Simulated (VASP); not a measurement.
# Si in VASP: further runs

Si is run at these levels: PBEsol; tasks: single point.

Everything below comes from runs of VASP 6.6.1. Logs are shortened: lines on timing, memory, paths and dates and some standing lists are left out, and cuts for length are marked.

**1. The cell of the first run**

Symmetry: I4/mmm, No. 139, tetragonal system. Conventional cell: a = 5.648 Å, b = 5.648 Å, c = 3.837 Å, α = 90.00°, β = 90.00°, γ = 90.00°. Within 2.7 Å of Si (site symmetry m2m) lie 4 Si at 2.02 to 2.23 Å.

**2. Single point, PBEsol**

INCAR

```
  PREC = Accurate
  ENCUT = 520
  EDIFF = 1E-7
  ISMEAR = 0
  SIGMA = 0.03
  LREAL = F
  LASPH = T
  NELM = 100
  ALGO = Normal
  ISIF = 2
  LWAVE = F
  LCHARG = F
  GGA = PS
  NBANDS = 16
```

KPOINTS

```
regular mesh
0
Gamma
  10 10 10
```

POSCAR

```
Si
1.0
   -2.8238596935      2.8238596935      1.9186812134
    2.8238596935     -2.8238596935      1.9186812134
    2.8238596935      2.8238596935     -1.9186812134
Si
4
Direct
    0.1787304307      0.1787304307      0.3574608614
    0.8212695693      0.8212695693      0.6425391386
    0.1787304307      0.8212695693      0.0000000000
    0.8212695693      0.1787304307      0.0000000000
```

Potentials or basis: VASP PAW PBE potentials, release 64 (Si).

Started as:

```
$ cat potpaw_PBE.64/Si/POTCAR > POTCAR
$ mpirun -np 1 vasp_std > vasp.out
```

OUTCAR:

```text
PREC = Accurate
   ENCUT = 520
   EDIFF = 1E-7
   ISMEAR = 0
   LREAL = F
   LASPH = T
   NELM = 100
   ISIF = 2
   GGA = PS

 ion  position               nearest neighbor table
   1  0.179  0.179  0.357-   3 2.02   4 2.02   2 2.23   2 2.23   2 2.86
   2  0.821  0.821  0.643-   3 2.02   4 2.02   1 2.23   1 2.23   1 2.86
   3  0.179  0.821  0.000-   1 2.02   2 2.02   4 2.23   4 2.23   4 2.86
   4  0.821  0.179  0.000-   1 2.02   2 2.02   3 2.23   3 2.23   3 2.86

  LATTYP: Found a body centered tetragonal cell.
 ALAT       =     5.6477193870
 C/A-ratio  =     0.6794534508

  Lattice vectors:

 A1 = (  -2.8238596935,   2.8238596935,   1.9186812134)
 A2 = (   2.8238596935,  -2.8238596935,   1.9186812134)
 A3 = (   2.8238596935,   2.8238596935,  -1.9186812134)

Analysis of symmetry for initial positions (statically):
=====================================================================
 Subroutine PRICEL returns:
 Original cell was already a primitive cell.

 Routine SETGRP: Setting up the symmetry group for a
 body centered tetragonal supercell.

 Subroutine GETGRP returns: Found 16 space group operations
 (whereof 16 operations were pure point group operations)
 out of a pool of 16 trial point group operations.

The static configuration has the point symmetry D_4h.

Analysis of symmetry for dynamics (positions and initial velocities):
=====================================================================
 Subroutine PRICEL returns:
 Original cell was already a primitive cell.

 Routine SETGRP: Setting up the symmetry group for a
 body centered tetragonal supercell.

 Subroutine GETGRP returns: Found 16 space group operations
 (whereof 16 operations were pure point group operations)
 out of a pool of 16 trial point group operations.

The dynamic configuration has the point symmetry D_4h.

 Subroutine INISYM returns: Found 16 space group operations
 (whereof 16 operations are pure point group operations),
 and found     1 'primitive' translations

----------------------------------------------------------------------------------------

                                     Primitive cell

  volume of cell :      61.1997

  direct lattice vectors                    reciprocal lattice vectors
    -2.823859694  2.823859694  1.918681213     0.000000000  0.177062621  0.260595661
     2.823859694 -2.823859694  1.918681213     0.177062621  0.000000000  0.260595661
     2.823859694  2.823859694 -1.918681213     0.177062621  0.177062621  0.000000000

  length of vectors
     4.430542262  4.430542262  4.430542262     0.315057567  0.315057567  0.250404361

  position of ions in fractional coordinates (direct lattice)
     0.178730431  0.178730431  0.357460861
     0.821269569  0.821269569  0.642539139
     0.178730431  0.821269569  0.000000000
     0.821269569  0.178730431  0.000000000

  ion indices of the primitive-cell ions
   primitive index   ion index
                 1           1
                 2           2
                 3           3
                 4           4

----------------------------------------------------------------------------------------

 KPOINTS: regular mesh

Automatic generation of k-mesh.
 Grid dimensions read from file:
 generate k-points for:   10   10   10

 Generating k-lattice:

  Cartesian coordinates                     Fractional coordinates (reciprocal lattice)
     0.000000000  0.017706262  0.026059566     0.100000000  0.000000000 -0.000000000
     0.017706262  0.000000000  0.026059566     0.000000000  0.100000000 -0.000000000
     0.017706262  0.017706262  0.000000000     0.000000000  0.000000000  0.100000000

  Length of vectors
     0.031505757  0.031505757  0.025040436

  Shift w.r.t. Gamma in fractional coordinates (k-lattice)
     0.000000000  0.000000000  0.000000000

 Subroutine IBZKPT returns following result:
 ===========================================

 Found    102 irreducible k-points:

 Following reciprocal coordinates:
            Coordinates               Weight
  0.000000  0.000000  0.000000      1.000000
  0.100000 -0.000000  0.000000      8.000000
  0.200000 -0.000000  0.000000      8.000000
  0.300000 -0.000000  0.000000      8.000000
  0.400000  0.000000  0.000000      8.000000
  0.500000 -0.000000  0.000000      4.000000
[... 16 lines left out ...]
  0.300000  0.300000  0.000000      8.000000
  0.400000  0.300000  0.000000     16.000000
 [... further k-points ...]
   k-points           NKPTS =    102   k-points in BZ     NKDIM =    102   number of bands    NBANDS=     16
   number of dos      NEDOS =    301   number of ions     NIONS =      4
   total plane-waves  NPLWV =  46656
   dimension x,y,z NGX =    36 NGY =   36 NGZ =   36
   dimension x,y,z NGXF=    72 NGYF=   72 NGZF=   72
   ions per type =               4
   NGX,Y,Z   is equivalent  to a cutoff of  13.51, 13.51, 13.51 a.u.
   NGXF,Y,Z  is equivalent  to a cutoff of  27.02, 27.02, 27.02 a.u.
 SYSTEM =  unknown system
   PREC   = accura    normal or accurate (medium, high low for compatibility)
   ISTART =      0    job   : 0-new  1-cont  2-samecut
   ICHARG =      2    charge: 1-file 2-atom 10-const
   ISPIN  =      1    spin polarized calculation?
   LNONCOLLINEAR =      F non collinear calculations
   LSORBIT =      F    spin-orbit coupling
   LASPH  =      T    aspherical Exc in radial PAW
   ENCUT  =  520.0 eV  38.22 Ry    6.18 a.u.   8.24  8.24  8.24*2*pi/ulx,y,z
   NELM   =    100;   NELMIN=  2; NELMDL= -5     # of ELM steps
   EDIFF  = 0.1E-06   stopping-criterion for ELM
   LREAL  =      F    real-space projection
   EDIFFG = 0.1E-05   stopping-criterion for IOM
   NSW    =      0    number of steps for IOM
   IBRION =     -1    ionic relax: 0-MD 1-quasi-New 2-CG
   NFREE  =      0    steps in history (QN), initial steepest desc. (CG)
   ISIF   =      2    stress and relaxation
   ISYM   =      2    0-nonsym 1-usesym 2-fastsym
   POTIM  = 0.5000    time-step for ionic-motion
   TEBEG  =    0.0;   TEEND  =   0.0 temperature during run
   PSTRESS=    0.0 pullay stress
   NELECT =      16.0000    total number of electrons
   NUPDOWN=      -1.0000    fix difference up-down
   EMIN   =  10.00;   EMAX   =-10.00  energy-range for DOS
   EFERMI =   0.00;   METHOD = LEGACY
   ISMEAR =     0;   SIGMA  =   0.03  broadening in eV -4-tet -1-fermi 0-gaus
   EFERMI_NEDOS =   21; number of points for ismear=-14 and -15
   IALGO  =     38    algorithm
   IMIX   =      4    mixing-type and parameters
     AMIX     =   0.40;   BMIX     =  1.00
     AMIX_MAG =   1.60;   BMIX_MAG =  1.00
  volume/ion in A,a.u.               =      15.30       103.25
  Fermi-wavevector in a.u.,A,eV,Ry     =   1.046803  1.978172 14.909230  1.095797
  Thomas-Fermi vector in A             =   2.181657
   LORBIT       =      0    0 simple, 1 ext, 2 COOP (PROOUT), +10 PAW based schemes
   GGA     = PS    functional components
   LHFCALC =     F    Hartree Fock is set to
   AEXX    =    0.0000 exact exchange contribution
   IVDW    =     0    specifies the selected vdW correction
   LEPSILON=     F    determine dielectric tensor
   LRPA    =     F    only Hartree local field effects (RPA)
 non-spin polarized calculation
 Gauss-broadening in eV      SIGMA  =   0.03
  energy-cutoff  :      520.00
  volume of cell :       61.20
 maximum number of plane-waves:      1684
 NGX is ok and might be reduce to    36
   NGX = 17   NGY = 17   NGZ = 17

 number of electron      16.0000000 magnetization

 Free energy of the ion-electron system (eV)
  ---------------------------------------------------
  ext. energy  EPLUGINS =         0.00000000
  ---------------------------------------------------
  free energy    TOTEN  =       -18.50016043 eV

  energy without entropy =      -18.49949765  energy(sigma->0) =      -18.49982904

 E-fermi :   8.6209     XC(G=0): -10.5698

 val. band max:        8.5050501950   @ k =  -0.4000   0.4000   0.2000
 cond. band min:       8.6277989054   @ k =  -0.4000   0.5000   0.3000
 fundamental gap:      0.1227487104
 Fermi energy:         8.6209117116

 k-point     1 :       0.0000    0.0000    0.0000
  band No.  band energies     occupation
      1      -5.6884      2.00000
      2       1.9187      2.00000
      3       2.6927      2.00000
      4       2.6927      2.00000
      5       3.5491      2.00000
      6       6.4384      2.00000
[... 8 lines left out ...]
     15      12.7247      0.00000
     16      15.7886      0.00000

 k-point     2 :       0.1000   -0.0000    0.0000
  band No.  band energies     occupation
      1      -5.5683      2.00000
      2       1.5454      2.00000
      3       2.2840      2.00000
      4       3.1838      2.00000
      5       3.8549      2.00000
      6       5.7751      2.00000
[... 8 lines left out ...]
     15      13.2070      0.00000
     16      16.5710      0.00000

 k-point     3 :       0.2000   -0.0000    0.0000
  band No.  band energies     occupation
      1      -5.2162      2.00000
      2       1.1211      2.00000
      3       1.5245      2.00000
      4       3.6336      2.00000
      5       4.1711      2.00000
      6       4.6039      2.00000
[... 8 lines left out ...]
     15      14.8648      0.00000
     16      18.1104      0.00000

 k-point     4 :       0.3000   -0.0000    0.0000
  band No.  band energies     occupation
      1      -4.6656      2.00000
      2       0.5549      2.00000
      3       0.8704      2.00000
      4       3.2780      2.00000
      5       3.6570      2.00000
      6       4.3158      2.00000
[... 8 lines left out ...]
     15      15.8852      0.00000
     16      16.2858      0.00000

 k-point     5 :       0.4000    0.0000    0.0000
  band No.  band energies     occupation
      1      -4.0248      2.00000
      2      -0.4477      2.00000
      3       0.7770      2.00000
      4       2.7763      2.00000
      5       3.2106      2.00000
      6       4.2599      2.00000
[... 8 lines left out ...]
     15      15.4615      0.00000
     16      17.3346      0.00000

 k-point     6 :       0.5000   -0.0000    0.0000
  band No.  band energies     occupation
      1      -3.6660      2.00000
      2      -0.9494      2.00000
      3       0.7645      2.00000
      4       2.5708      2.00000
      5       3.0831      2.00000
      6       4.2191      2.00000
[... 8 lines left out ...]
     15      16.7655      0.00000
     16      17.0336      0.00000
[... 267 lines left out ...]
 k-point    21 :      -0.3000    0.2000   -0.0000
  band No.  band energies     occupation
      1      -5.1136      2.00000
      2      -0.6576      2.00000
      3       2.2766      2.00000
      4       3.6186      2.00000
      5       5.0711      2.00000
      6       5.7919      2.00000
[... 8 lines left out ...]
     15      15.0310      0.00000
     16      17.1589      0.00000

 k-point    22 :      -0.2000    0.2000    0.0000
  band No.  band energies     occupation
      1      -5.3787      2.00000
      2      -0.1613      2.00000
      3       2.9326      2.00000
      4       2.9373      2.00000
      5       5.7515      2.00000
      6       5.8083      2.00000
[... 8 lines left out ...]
     15      13.6857      0.00000
     16      17.5066      0.00000

 k-point    23 :       0.3000    0.3000    0.0000
  band No.  band energies     occupation
      1      -3.4911      2.00000
      2      -0.9223      2.00000
      3      -0.2825      2.00000
      4       2.5214      2.00000
      5       3.4167      2.00000
      6       5.0159      2.00000
[... 8 lines left out ...]
     15      16.3563      0.00000
     16      17.5136      0.00000

 k-point    24 :       0.4000    0.3000    0.0000
  band No.  band energies     occupation
      1      -3.7436      2.00000
      2      -1.5566      2.00000
      3       0.4725      2.00000
      4       2.9996      2.00000
      5       3.6355      2.00000
      6       5.0896      2.00000
[... 8 lines left out ...]
     15      15.3185      0.00000
     16      16.0176      0.00000

 [... further k-points ...]

------------------------ aborting loop because EDIFF is reached ----------------------------------------

  FORCE on cell =-STRESS in cart. coord.  units (eV):
  Direction    XX          YY          ZZ          XY          YZ          ZX
  --------------------------------------------------------------------------------------
  -------------------------------------------------------------------------------------
  Total       27.5373414     27.5373414      8.1741067      0.0000000     -0.0000000      0.0000000
  in kB      720.9141452    720.9141452    213.9941218      0.0000000     -0.0000000      0.0000000
  external PRESSURE =     551.9408040 kB  Pullay stress =       0.0000000 kB

 VOLUME and BASIS-vectors are now :
 -----------------------------------------------------------------------------
  energy-cutoff  :      520.00
  volume of cell :       61.20
      direct lattice vectors                 reciprocal lattice vectors
    -2.823859694  2.823859694  1.918681213     0.000000000  0.177062621  0.260595661
     2.823859694 -2.823859694  1.918681213     0.177062621  0.000000000  0.260595661
     2.823859694  2.823859694 -1.918681213     0.177062621  0.177062621  0.000000000

 POSITION                                       TOTAL-FORCE (eV/Angst)
 -----------------------------------------------------------------------------------
      1.00942      1.00942      0.00000         4.511592      4.511592     -0.000000
      1.81444      1.81444      1.91868        -4.511592     -4.511592      0.000000
      1.81444     -1.81444      1.91868        -4.511592      4.511592      0.000000
     -1.81444      1.81444      1.91868         4.511592     -4.511592      0.000000
 -----------------------------------------------------------------------------------
    total drift:                               -0.000000      0.000000      0.000000

  FREE ENERGIE OF THE ION-ELECTRON SYSTEM (eV)
  ---------------------------------------------------
  free  energy   TOTEN  =       -18.5001604347 eV

  energy  without entropy=      -18.4994976468  energy(sigma->0) =      -18.49982904
```

Wall time 81 s (1 thread of AMD EPYC 9R45 (Zen 5), shared host); peak memory 0.2 GiB.

What came out:

```yaml
Free_energy: -18.5002 eV
Pressure: 55.2 GPa
Largest_force: 6.380 eV/Å
Band_gap_on_the_k_mesh: zero (bands 8 and 9 overlap by 1.64 eV)
```

Forces on the atoms (eV/Å):
```
Si   4.512  4.512  0.000
Si  -4.512 -4.512  0.000
Si  -4.512  4.512  0.000
Si   4.512 -4.512  0.000
```

Stress tensor (GPa, compression positive):
```
72.09  0.00  0.00
 0.00 72.09  0.00
 0.00  0.00 21.40
```

Caveat: the stress differs along the axes, from 21 to 72 GPa; the PAW data sets were made with another functional, which shifts forces and pressure a little.

(Continued in part 2 of 2.)

The gap in the log of VASP goes by the Fermi energy; the results here count the filled bands.